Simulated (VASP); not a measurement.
Write the native input for VASP 6.6.1 that does the following.

| Quantity | Value |
| --- | --- |
| Task | single point |
| Functional | PBE |
| Potentials or basis | VASP PAW PBE potentials, release 64 (Cd, S) |
| Cutoff | 520 eV |
| k mesh | 7 × 7 × 2 |
| Occupations | gaussian, width 0.05 eV |
| Spin | no spin polarisation |
| Dipole correction | no |
| Further INCAR settings | ALGO = Normal; EDIFF = 1e-07; NBANDS = 46 |

The structure of CdS lies in POSCAR:

```
CdS
1.0
   -2.0985806452     -3.6348483013      0.0000000000
    2.0985806452     -3.6348483013      0.0000000000
    0.8744086022     -3.9377523264     13.6554617430
Cd S
4 4
Direct
    0.3647239153     -0.0127045239      0.9058282541
    0.5313905820      0.3622954761      0.4058282541
    0.2813905820      0.2164621428      0.1558282541
    0.1147239153     -0.1585378572      0.6558282541
    0.6352760847      0.5960378572      0.0941717459
    0.4686094180      0.2210378572      0.5941717459
    0.2186094180      0.0752045239      0.3441717459
    0.0519427514     -0.2997954761      0.8441717459
```

This cell differs from its parent crystal: the part above a cut slid along it.

These files were run (other wordings do the same):

INCAR

```
PREC = Accurate
ENCUT = 520
EDIFF = 1E-7
ISMEAR = 0
SIGMA = 0.05
LREAL = False
LASPH = True
NELM = 80
ALGO = Normal
ISIF = 2
LWAVE = False
LCHARG = False
GGA = PE
NBANDS = 46
```

KPOINTS

```
regular mesh
0
Gamma
  7 7 2
```

Potentials or basis: VASP PAW PBE potentials, release 64 (Cd, S).

Run with:

```bash
$ cat potpaw_PBE.64/Cd/POTCAR potpaw_PBE.64/S/POTCAR > POTCAR
$ mpirun -np 1 vasp_std > vasp.out
```

Results of the run:

The pressure is -0.2 GPa and the largest force is 0.732 eV/Å. The band gap on the k mesh is 0.83 eV.

Caveat: the cell differs from its parent crystal (the part above a cut slid along it).

It took 13 min on 1 thread of Intel Xeon 8259CL, on a shared host, peak memory 0.54 GiB.
